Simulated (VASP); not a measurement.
**Ti3Se: single point with LDA**

Ti3Se:

```
CELL_PARAMETERS angstrom
3.23952 0.00000 0.00000
-1.61976 2.80551 0.00000
0.00000 0.00000 8.04727
ATOMIC_POSITIONS crystal
Se 0.00000 0.00000 0.00000
Ti 0.66667 0.33333 0.50000
Ti 0.33333 0.66667 0.77290
Ti 0.33333 0.66667 0.22710
```

- Program: VASP 6.6.1
- Task: single point
- Functional: LDA
- Potentials or basis: VASP PAW LDA potentials, release 64 (Se, Ti_sv)
- Cutoff: 520 eV
- k mesh: 10 × 10 × 4
- Occupations: fermi-dirac, width 0.05 eV
- Spin: no spin polarisation
- Dipole correction: no
- Further INCAR settings: ALGO = Normal; EDIFF = 1e-06; NBANDS = 29

The pressure is -11.3 GPa, the largest force is 0.191 eV/Å and the band gap on the k mesh is zero (bands 21 and 22 overlap by 0.51 eV).

Forces in eV/Å, atoms in the order of the input:
```
Se   0.000  0.000  0.000
Ti   0.000  0.000  0.000
Ti   0.000  0.000  0.191
Ti   0.000  0.000 -0.191
```

Stress tensor (GPa, compression positive):
```
-10.59   0.00   0.00
  0.00 -10.59   0.00
  0.00   0.00 -12.70
```

Levels at points of the mesh, in eV from the Fermi level:
```tsv
k point	band 19	band 20	band 21	band 22	band 23	band 24
(0.00, 0.00, 0.00)	-0.15	0.15	0.15	0.28	0.28	0.88
(0.50, 0.00, 0.00)	-1.47	-0.60	-0.40	0.18	0.77	0.81
(0.00, 0.00, 0.50)	-0.59	0.37	0.37	0.54	0.57	0.57
(0.50, 0.00, 0.50)	-1.42	-0.84	-0.79	0.55	0.80	0.94
```

Wall time 2.4 min on 1 thread of Intel Xeon 8259CL, on a shared host, peak memory 0.2 GiB.

Caveat: the cell stands under tension.
